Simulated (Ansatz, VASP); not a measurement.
**One calculation of LaAl3N2, two programs**

```
CELL_PARAMETERS angstrom
3.15271 -0.00027 -0.00002
-0.00068 5.43302 -0.01047
-0.00030 -0.02094 10.57871
ATOMIC_POSITIONS crystal
La 0.99975 0.99827 0.97749
La 0.50026 0.49827 0.97751
Al 0.50007 0.16585 0.23847
Al 0.99993 0.66587 0.23847
Al 0.49981 0.50209 0.48139
Al 0.00019 0.00211 0.48142
Al 0.00163 0.33436 0.71207
Al 0.49823 0.83429 0.71207
N 0.50021 0.16791 0.41713
N 0.99983 0.66794 0.41714
N 0.00011 0.33152 0.17342
N 0.49996 0.83153 0.17341
```

Change from the starting cell: cell x2, atoms moved at random (sigma 0.1 Å) and cell strained at random (1.5 %), then relaxed without symmetry.

Alike in both runs: functional PBE; k mesh 8 × 4 × 2; occupations gaussian, width 0.2 eV; no spin polarisation.

Ansatz relaxed the structure, and its values are those at the end. VASP's run is a single point on that final structure, the one shown.

|  | VASP | Ansatz |
| --- | --- | --- |
| version | VASP 6.6.1 | Ansatz 0.2.0 |
| potentials or method | VASP PAW PBE potentials, release 64 (La, Al, N), cutoff 520 eV | scalar-relativistic, plane waves, PAW |
| valence electrons in the cell | 60 | 60 |

Ansatz gave:

- gap on the k mesh at the Fermi level (eV): none
- pressure (GPa): 0.0
- rms of the force components (eV/Å): 0.002

Task: What did VASP give for the same quantities?

Result: gap on the k mesh at the Fermi level (eV): none; pressure (GPa): -0.2; rms of the force components (eV/Å): 0.005.

A gap of «none» marks a metal or a gap that the smearing closes. With one functional, cell and mesh, what is left measures potentials, basis and numerics.

Spin-orbit coupling is off throughout.
